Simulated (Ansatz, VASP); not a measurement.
## Two plane-wave programs on Te2Mo

Contents of INCAR:

```
SYSTEM = Te2Mo
PREC = Accurate
ENCUT = 520
EDIFF = 1E-6
ISMEAR = 0
SIGMA = 0.1
LREAL = .FALSE.
LASPH = .TRUE.
NELM = 80
ALGO = Normal
ISIF = 2
LWAVE = .FALSE.
LCHARG = .TRUE.
GGA = PE
LELF = .TRUE.
LVHAR = .TRUE.
NBANDS = 35
```

KPOINTS

```
regular mesh
0
G
  4 4 4
  0 0 0
```

File POSCAR:

```
Te2Mo
1.0
    0.0000000000      4.3280463014      4.3280463014
    4.3280463014      0.0000000000      4.3280463014
    4.3280463014      4.3280463014      0.0000000000
Te Mo
4 2
Direct
    0.6250000000      0.6250000000      0.6250000000
    0.1250000000      0.6250000000      0.6250000000
    0.6250000000      0.6250000000      0.1250000000
    0.6250000000      0.1250000000      0.6250000000
    0.0000000000      0.0000000000      0.0000000000
    0.2500000000      0.2500000000      0.2500000000
```

Input for Ansatz:

```yaml
crystal:
  lattice:
    - [0.0, 4.3280463014, 4.3280463014]
    - [4.3280463014, 0.0, 4.3280463014]
    - [4.3280463014, 4.3280463014, 0.0]
  atoms:
    - { symbol: Te, position: [0.625, 0.625, 0.625] }
    - { symbol: Te, position: [0.125, 0.625, 0.625] }
    - { symbol: Te, position: [0.625, 0.625, 0.125] }
    - { symbol: Te, position: [0.625, 0.125, 0.625] }
    - { symbol: Mo, position: [0.0, 0.0, 0.0] }
    - { symbol: Mo, position: [0.25, 0.25, 0.25] }
basis:
  ecutwfc: 420
kpoints:
  mp_grid: { grid: [4, 4, 4] }
hamiltonian:
  xc: pbe
scf:
  occupations: { method: gaussian, width: 0.1 }
  lower_state_search: "off"
output:
  forces: true
  stress: true
  eigenvalues: true
```

Alike in both runs: task single point; functional PBE; k mesh 4 × 4 × 4; occupations gaussian, width 0.1 eV; no spin polarisation.

|  | VASP | Ansatz |
| --- | --- | --- |
| version | VASP 6.6.1 | Ansatz 0.2.0 |
| potentials or method | VASP PAW PBE potentials, release 64 (Te, Mo_sv), cutoff 520 eV | scalar-relativistic, plane waves, PAW |
| valence electrons in the cell | 52 | 92 |

```csv
,VASP,Ansatz,Ansatz less VASP
gap on the k mesh at the Fermi level (eV),none,none,-
pressure (GPa),-5.0,-4.9,+0.05
```

A gap of «none» marks a metal or a gap that the smearing closes. With one functional, cell and mesh, what is left measures potentials, basis and numerics. VASP's potentials hold 52 valence electrons a cell and Ansatz's 92, so a difference there can come from the potentials and not from the codes.

Neither program's run includes spin-orbit coupling.
